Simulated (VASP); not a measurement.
Set up this calculation in VASP 6.6.1, as the native input.

```
Task                   : single point
Functional             : PBE
Potentials or basis    : VASP PAW PBE potentials, release 64 (C)
Cutoff                 : 600 eV
k mesh                 : 8 × 8 × 8
Occupations            : gaussian, width 0.01 eV
Spin                   : no spin polarisation
Dipole correction      : no
Further INCAR settings : ALGO = Normal; EDIFF = 1e-06; NBANDS = 11
```

The structure of C lies in POSCAR:

```
C
1.0
    0.0000000000      1.7790847123      1.7790847123
    1.7790847123      0.0000000000      1.7790847123
    1.7790847123      1.7790847123      0.0000000000
C
2
Direct
    0.5000000000      0.5000000000      0.5000000000
    0.7500000000      0.7500000000      0.7500000000
```

The input as run:

INCAR

```
PREC = Accurate
ENCUT = 600
EDIFF = 1E-6
ISMEAR = 0
SIGMA = 0.01
LREAL = False
LASPH = True
NELM = 120
ALGO = Normal
ISIF = 2
LWAVE = False
LCHARG = False
GGA = PE
NBANDS = 11
GGA_COMPAT = False
```

KPOINTS

```
Automatic mesh
0
Gamma
  8 8 8
```

Potentials or basis: VASP PAW PBE potentials, release 64 (C).

Launch:

```sh
$ cat potpaw_PBE.64/C/POTCAR > POTCAR
$ mpirun -np 1 vasp_std > vasp.out
```

Results of the run:

```
Pressure               : 5.0 GPa
Band gap on the k mesh : 4.15 eV (least direct gap 5.61 eV)
```

Caveat: the cell stands under pressure.

Run time: 9.9 s on 1 thread of Intel Xeon 8259CL, on a shared host, peak memory 0.09 GiB.
